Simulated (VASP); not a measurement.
RbBr: single point with LDA

RbBr:

```
CELL_PARAMETERS angstrom
0.00000 3.42750 3.42750
3.42750 0.00000 3.42750
3.42750 3.42750 0.00000
ATOMIC_POSITIONS crystal
Rb 0.00000 0.00000 0.00000
Br 0.50000 0.50000 0.50000
```

* Program: VASP 6.6.1
* Task: single point
* Functional: LDA
* Potentials or basis: VASP PAW LDA potentials, release 64 (Rb_sv, Br)
* Cutoff: 520 eV
* k mesh: 7 × 7 × 7
* Occupations: fermi-dirac, width 0.03 eV
* Spin: no spin polarisation

- Pressure: -1.2 GPa
- Band gap on the k mesh: 3.96 eV

Levels at points of the mesh, in eV from the valence-band top:
```
           k point  band 5  band 6  band 7  band 8  band 9  band 10  band 11  band 12
(0.00, 0.00, 0.00)   -8.41    0.00    0.00    0.00    3.96     7.03     7.03     7.03
```

Wall time 41 s on 1 thread of Intel Xeon 8259CL, on a shared host, peak memory 0.15 GiB.
